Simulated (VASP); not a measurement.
# ZnO4 (P-3m1) in VASP: notebook

Runs on ZnO4. Level: PBE. Tasks: single point.

Everything below comes from runs of VASP 6.6.1. Logs are shortened: lines on timing, memory, paths and dates and some standing lists are left out, and cuts for length are marked.

## 1. The cell of the first run

The structure is trigonal, space group P-3m1 (No. 164). Conventional cell: a = 3.060 Å, b = 3.060 Å, c = 7.939 Å, α = 90.00°, β = 90.00°, γ = 120.00°. Within 2.7 Å of Zn (site symmetry -3m) lie 6 O at 2.01 Å. Within 2.7 Å of O (site symmetry 3m) lie 3 Zn at 2.01 Å and 3 O at 2.61 Å. Within 3.0 Å of O (site symmetry 3m) lie 6 O at 2.30 to 2.88 Å.

## 2. Single point, PBE, collinear spin, ferromagnetic start

File INCAR:

```
  PREC = Accurate
  ENCUT = 520
  EDIFF = 1E-6
  ISMEAR = 0
  SIGMA = 0.1
  LREAL = False
  LASPH = True
  NELM = 150
  ALGO = Normal
  ISIF = 2
  LWAVE = False
  LCHARG = True
  ISPIN = 2
  MAGMOM = 0.25 1.49 1.49 1.49 1.49
  LORBIT = 11
  GGA = PE
  LELF = True
  LVHAR = True
  NBANDS = 30
```

File KPOINTS:

```
regular mesh
0
Gamma
  12 12 6
```

File POSCAR:

```
ZnO4
1.0
    3.0602011241      0.0000000000      0.0000000000
   -1.5301005620      2.6502119142      0.0000000000
    0.0000000000      0.0000000000      7.9391143164
Zn O
1 4
Direct
    0.0000000000      0.0000000000      0.0000000000
    0.3333333333      0.6666666667      0.1211680261
    0.3333333333      0.6666666667      0.5923369789
    0.6666666667      0.3333333333      0.4076630211
    0.6666666667      0.3333333333      0.8788319739
```

Potentials or basis: VASP PAW PBE potentials, release 64 (Zn, O).

The run is started by

```bash
$ cat potpaw_PBE.64/Zn/POTCAR potpaw_PBE.64/O/POTCAR > POTCAR
$ mpirun -np 1 vasp_std > vasp.out
```

OUTCAR:

```text
PREC = Accurate
   ENCUT = 520
   EDIFF = 1E-6
   ISMEAR = 0
   LREAL = False
   LASPH = True
   NELM = 150
   ISIF = 2
   ISPIN = 2
   LORBIT = 11
   GGA = PE

 ion  position               nearest neighbor table
   1  0.000  0.000  0.000-   2 2.01   5 2.01   5 2.01   2 2.01   5 2.01   2 2.01
   2  0.333  0.667  0.121-   1 2.01   1 2.01   1 2.01
   3  0.333  0.667  0.592-
   4  0.667  0.333  0.408-
   5  0.667  0.333  0.879-   1 2.01   1 2.01   1 2.01

  LATTYP: Found a hexagonal cell.
 ALAT       =     3.0602011241
 C/A-ratio  =     2.5943112869

  Lattice vectors:

 A1 = (   3.0602011241,   0.0000000000,   0.0000000000)
 A2 = (  -1.5301005620,   2.6502119142,   0.0000000000)
 A3 = (   0.0000000000,   0.0000000000,   7.9391143164)

Analysis of symmetry for initial positions (statically):
=====================================================================
 Subroutine PRICEL returns:
 Original cell was already a primitive cell.

 Routine SETGRP: Setting up the symmetry group for a
 hexagonal supercell.

 Subroutine GETGRP returns: Found 12 space group operations
 (whereof 12 operations were pure point group operations)
 out of a pool of 24 trial point group operations.

The static configuration has the point symmetry D_3d.

Analysis of symmetry for dynamics (positions and initial velocities):
=====================================================================
 Subroutine PRICEL returns:
 Original cell was already a primitive cell.

 Routine SETGRP: Setting up the symmetry group for a
 hexagonal supercell.

 Subroutine GETGRP returns: Found 12 space group operations
 (whereof 12 operations were pure point group operations)
 out of a pool of 24 trial point group operations.

The dynamic configuration has the point symmetry D_3d.

Analysis of structural, dynamic, and magnetic symmetry:
=====================================================================
 Subroutine PRICEL returns:
 Original cell was already a primitive cell.

 Routine SETGRP: Setting up the symmetry group for a
 hexagonal supercell.

 Subroutine GETGRP returns: Found 12 space group operations
 (whereof 12 operations were pure point group operations)
 out of a pool of 24 trial point group operations.

The overall configuration has the point symmetry D_3d.

 Subroutine INISYM returns: Found 12 space group operations
 (whereof 12 operations are pure point group operations),
 and found     1 'primitive' translations

----------------------------------------------------------------------------------------

                                     Primitive cell

  volume of cell :      64.3877

  direct lattice vectors                    reciprocal lattice vectors
     3.060201124  0.000000000  0.000000000     0.326775908  0.188664158  0.000000000
    -1.530100562  2.650211914  0.000000000     0.000000000  0.377328317  0.000000000
     0.000000000  0.000000000  7.939114316     0.000000000  0.000000000  0.125958635

  length of vectors
     3.060201124  3.060201124  7.939114316     0.377328317  0.377328317  0.125958635

  position of ions in fractional coordinates (direct lattice)
     0.000000000  0.000000000  0.000000000
     0.333333333  0.666666667  0.121168026
     0.333333333  0.666666667  0.592336979
     0.666666667  0.333333333  0.407663021
     0.666666667  0.333333333  0.878831974

  ion indices of the primitive-cell ions
   primitive index   ion index
                 1           1
                 2           2
                 3           3
                 4           4
                 5           5

----------------------------------------------------------------------------------------

 KPOINTS: regular mesh

Automatic generation of k-mesh.
 Grid dimensions read from file:
 generate k-points for:   12   12    6

 Generating k-lattice:

  Cartesian coordinates                     Fractional coordinates (reciprocal lattice)
     0.027231326  0.015722013  0.000000000     0.083333333 -0.000000000  0.000000000
     0.000000000  0.031444026  0.000000000     0.000000000  0.083333333  0.000000000
     0.000000000  0.000000000  0.020993106     0.000000000  0.000000000  0.166666667

  Length of vectors
     0.031444026  0.031444026  0.020993106

  Shift w.r.t. Gamma in fractional coordinates (k-lattice)
     0.000000000  0.000000000  0.000000000

 Subroutine IBZKPT returns following result:
 ===========================================

 Found    100 irreducible k-points:

 Following reciprocal coordinates:
            Coordinates               Weight
  0.000000  0.000000  0.000000      1.000000
  0.083333  0.000000  0.000000      6.000000
  0.166667  0.000000  0.000000      6.000000
  0.250000  0.000000  0.000000      6.000000
  0.333333  0.000000  0.000000      6.000000
  0.416667  0.000000  0.000000      6.000000
[... 16 lines left out ...]
  0.166667  0.000000  0.166667      6.000000
  0.000000  0.166667  0.166667      6.000000
 [... further k-points ...]
   k-points           NKPTS =    100   k-points in BZ     NKDIM =    100   number of bands    NBANDS=     30
   number of dos      NEDOS =    301   number of ions     NIONS =      5
   total plane-waves  NPLWV =  34560
   dimension x,y,z NGX =    24 NGY =   24 NGZ =   60
   dimension x,y,z NGXF=    48 NGYF=   48 NGZF=  120
   ions per type =               1   4
   NGX,Y,Z   is equivalent  to a cutoff of  13.04, 13.04, 12.56 a.u.
   NGXF,Y,Z  is equivalent  to a cutoff of  26.08, 26.08, 25.13 a.u.
 SYSTEM =  unknown system
   PREC   = accura    normal or accurate (medium, high low for compatibility)
   ISTART =      0    job   : 0-new  1-cont  2-samecut
   ICHARG =      2    charge: 1-file 2-atom 10-const
   ISPIN  =      2    spin polarized calculation?
   LNONCOLLINEAR =      F non collinear calculations
   LSORBIT =      F    spin-orbit coupling
   LASPH  =      T    aspherical Exc in radial PAW
   ENCUT  =  520.0 eV  38.22 Ry    6.18 a.u.   5.69  5.69 14.76*2*pi/ulx,y,z
   NELM   =    150;   NELMIN=  2; NELMDL= -5     # of ELM steps
   EDIFF  = 0.1E-05   stopping-criterion for ELM
   LREAL  =      F    real-space projection
[... 7 lines left out ...]
   TEBEG  =    0.0;   TEEND  =   0.0 temperature during run
   PSTRESS=    0.0 pullay stress
   NELECT =      36.0000    total number of electrons
   NUPDOWN=      -1.0000    fix difference up-down
   EMIN   =  10.00;   EMAX   =-10.00  energy-range for DOS
   EFERMI =   0.00;   METHOD = LEGACY
   ISMEAR =     0;   SIGMA  =   0.10  broadening in eV -4-tet -1-fermi 0-gaus
   EFERMI_NEDOS =   21; number of points for ismear=-14 and -15
   IALGO  =     38    algorithm
   IMIX   =      4    mixing-type and parameters
     AMIX     =   0.40;   BMIX     =  1.00
     AMIX_MAG =   1.60;   BMIX_MAG =  1.00
  volume/ion in A,a.u.               =      12.88        86.90
  Fermi-wavevector in a.u.,A,eV,Ry     =   1.348678  2.548631 24.748060  1.818931
  Thomas-Fermi vector in A             =   2.476327
   LORBIT       =     11    0 simple, 1 ext, 2 COOP (PROOUT), +10 PAW based schemes
   GGA     = PE    functional components
   LHFCALC =     F    Hartree Fock is set to
   AEXX    =    0.0000 exact exchange contribution
   IVDW    =     0    specifies the selected vdW correction
   LEPSILON=     F    determine dielectric tensor
   LRPA    =     F    only Hartree local field effects (RPA)
 spin polarized calculation
 Gauss-broadening in eV      SIGMA  =   0.10
  energy-cutoff  :      520.00
  volume of cell :       64.39
 maximum number of plane-waves:      1760
 NGX is ok and might be reduce to    24
   NGX = 11   NGY = 11   NGZ = 29

 number of electron      36.0000026 magnetization       5.9999995

 Free energy of the ion-electron system (eV)
  ---------------------------------------------------
  ext. energy  EPLUGINS =         0.00000000
  ---------------------------------------------------
  free energy    TOTEN  =       -16.95088631 eV

  energy without entropy =      -16.94350076  energy(sigma->0) =      -16.94719354

 E-fermi :  -1.3288     XC(G=0):  -9.6075

 val. band max:       -1.3480141513   @ k =   0.2500   0.0000   0.5000
 cond. band min:      -1.3256937033   @ k =   0.0000   0.2500   0.1667
 fundamental gap:      0.0223204480
 Fermi energy:        -1.3288497076

 spin component 1

 k-point     1 :       0.0000    0.0000    0.0000
  band No.  band energies     occupation
      1     -20.3754      1.00000
      2     -19.9580      1.00000
      3     -18.7038      1.00000
      4     -18.0011      1.00000
      5      -8.0022      1.00000
      6      -8.0022      1.00000
[... 22 lines left out ...]
     29      18.1722      0.00000
     30      18.9848      0.00000
[... 728 lines left out ...]
  band No.  band energies     occupation
      1     -20.1377      1.00000
      2     -19.8041      1.00000
      3     -18.6821      1.00000
      4     -18.0661      1.00000
      5      -7.9234      1.00000
      6      -7.8795      1.00000
[... 22 lines left out ...]
     29      16.2230      0.00000
     30      17.3254      0.00000

 [... further k-points ...]

 spin component 2

 k-point     1 :       0.0000    0.0000    0.0000
  band No.  band energies     occupation
      1     -19.0201      1.00000
      2     -17.1406      1.00000
      3     -16.8389      1.00000
      4     -14.5569      1.00000
      5      -7.5087      1.00000
      6      -7.5087      1.00000
[... 22 lines left out ...]
     29      18.6041      0.00000
     30      19.1638      0.00000
[... 728 lines left out ...]
  band No.  band energies     occupation
      1     -18.7627      1.00000
      2     -17.1636      1.00000
      3     -16.6164      1.00000
      4     -14.5976      1.00000
      5      -7.4193      1.00000
      6      -7.3732      1.00000
[... 22 lines left out ...]
     29      16.6205      0.00000
     30      17.9107      0.00000

 [... further k-points ...]
[... 5 lines left out ...]
  --------------------------------------------------------------------------------------
  -------------------------------------------------------------------------------------
  Total        0.2743671      0.2743671      0.0651267      0.0000000      0.0000000      0.0000000
  in kB        6.8271593      6.8271593      1.6205666      0.0000000      0.0000000      0.0000000
  external PRESSURE =       5.0916284 kB  Pullay stress =       0.0000000 kB

 VOLUME and BASIS-vectors are now :
 -----------------------------------------------------------------------------
  energy-cutoff  :      520.00
  volume of cell :       64.39
      direct lattice vectors                 reciprocal lattice vectors
     3.060201124  0.000000000  0.000000000     0.326775908  0.188664158  0.000000000
    -1.530100562  2.650211914  0.000000000     0.000000000  0.377328317  0.000000000
     0.000000000  0.000000000  7.939114316     0.000000000  0.000000000  0.125958635

 POSITION                                       TOTAL-FORCE (eV/Angst)
 -----------------------------------------------------------------------------------
      0.00000      0.00000      0.00000         0.000000      0.000000      0.000000
     -0.00000      1.76681      0.96197         0.000000      0.000000      0.088393
     -0.00000      1.76681      4.70263         0.000000      0.000000      0.003197
      1.53010      0.88340      3.23648        -0.000000     -0.000000     -0.003197
      1.53010      0.88340      6.97715        -0.000000     -0.000000     -0.088393
 -----------------------------------------------------------------------------------
    total drift:                                0.000000     -0.000000     -0.000000

  FREE ENERGIE OF THE ION-ELECTRON SYSTEM (eV)
  ---------------------------------------------------
  free  energy   TOTEN  =       -16.9508863089 eV

  energy  without entropy=      -16.9435007645  energy(sigma->0) =      -16.94719354

 total charge

# of ion       s       p       d       tot
------------------------------------------
    1        0.473   0.555   9.794  10.821
    2        1.598   3.241   0.000   4.839
    3        1.633   2.917   0.000   4.550
    4        1.633   2.917   0.000   4.550
    5        1.598   3.241   0.000   4.839
--------------------------------------------------
tot          6.935  12.872   9.794  29.600

 magnetization (x)

# of ion       s       p       d       tot
------------------------------------------
    1       -0.033  -0.033   0.245   0.179
    2        0.010   0.791   0.000   0.800
    3        0.021   1.630   0.000   1.651
    4        0.021   1.630   0.000   1.651
    5        0.010   0.791   0.000   0.800
--------------------------------------------------
tot          0.029   4.808   0.245   5.082
```

It took 4.9 min on 1 thread of Intel Xeon Platinum 8259CL at 2.50GHz (Skylake/Cascade Lake), shared host; peak memory 0.39 GiB.

What came out:

* Free energy: -16.9509 eV
* Pressure: 0.5 GPa
* Largest force: 0.088 eV/Å
* Band gap on the k mesh: zero (filled and empty bands overlap)
* Net moment: 6.00 μB per cell
* Site moments: Zn +0.18; O +0.80, +1.65 μB
* Valence electrons inside the program's atomic spheres: Zn 10.82; O 4.84, 4.55

Forces on the atoms (eV/Å):
```
Zn   0.000  0.000  0.000
O    0.000  0.000  0.088
O    0.000  0.000  0.003
O    0.000  0.000 -0.003
O    0.000  0.000 -0.088
```

Stress tensor (GPa, compression positive):
```
0.68 0.00 0.00
0.00 0.68 0.00
0.00 0.00 0.16
```

[end of part 1 of 2]
